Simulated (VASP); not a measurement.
Here is a VASP 6.6.1 calculation.

File INCAR:

```
SYSTEM = Si
PREC = Accurate
ENCUT = 600
EDIFF = 1E-6
ISMEAR = -1
SIGMA = 0.05
LREAL = .False.
LASPH = .True.
NELM = 100
ALGO = Normal
ISIF = 3
LWAVE = .False.
LCHARG = .False.
GGA = PS
IBRION = 2
NSW = 80
EDIFFG = -0.02
PSTRESS = 300.0
```

The input KPOINTS:

```
Automatic mesh
0
Gamma
  8 8 4
  0 0 0
```

The input POSCAR:

```
Si
1.0
    3.8313174605      0.0000000000      0.0000000000
   -1.9156587303      3.3180182508      0.0000000000
    0.0000000000      0.0000000000      6.3326220002
Si
4
Direct
    0.6666666667      0.3333333333      0.9369905000
    0.3333333333      0.6666666667      0.4369905000
    0.6666666667      0.3333333333      0.5630095000
    0.3333333333      0.6666666667      0.0630095000
```

Potentials or basis: VASP PAW PBE potentials, release 64 (Si).

Run with:

```bash
$ cat potpaw_PBE.64/Si/POTCAR > POTCAR
$ mpirun -np 1 vasp_std > vasp.out
```

**Question.** What does it give for the space group after relaxing (to 0.05 Å)?

**Answer.** P6_3/mmc (No. 194).

**Question.** Estimate the band gap on the k mesh.

**Answer.** Zero (band 8 reaches 8.53 eV, above the bottom of band 9 at 8.25 eV).

**Question.** Estimate the relaxed volume.

**Answer.** 16.27 Å³/atom.

**Question.** Predict the relaxed cell.

**Answer.** a = 3.561 Å, b = 3.561 Å, c = 5.927 Å, α = 90.00°, β = 90.00°, γ = 120.00°.

Final structure:
```
Si
1.0
     3.56137    0.00000    0.00000
    -1.78068    3.08423    0.00000
     0.00000    0.00000    5.92658
Si
4
Cartesian
  1.7807 1.0281 5.5460
  0.0000 2.0562 2.5827
  1.7807 1.0281 3.3439
  0.0000 2.0562 0.3806
```

Caveat: the cell is relaxed towards a set pressure, so the enthalpy falls and the energy may rise; the volume moved by over 15 % at a fixed basis, so the end points are rough; the PAW data sets were made with another functional, which shifts forces and pressure a little.
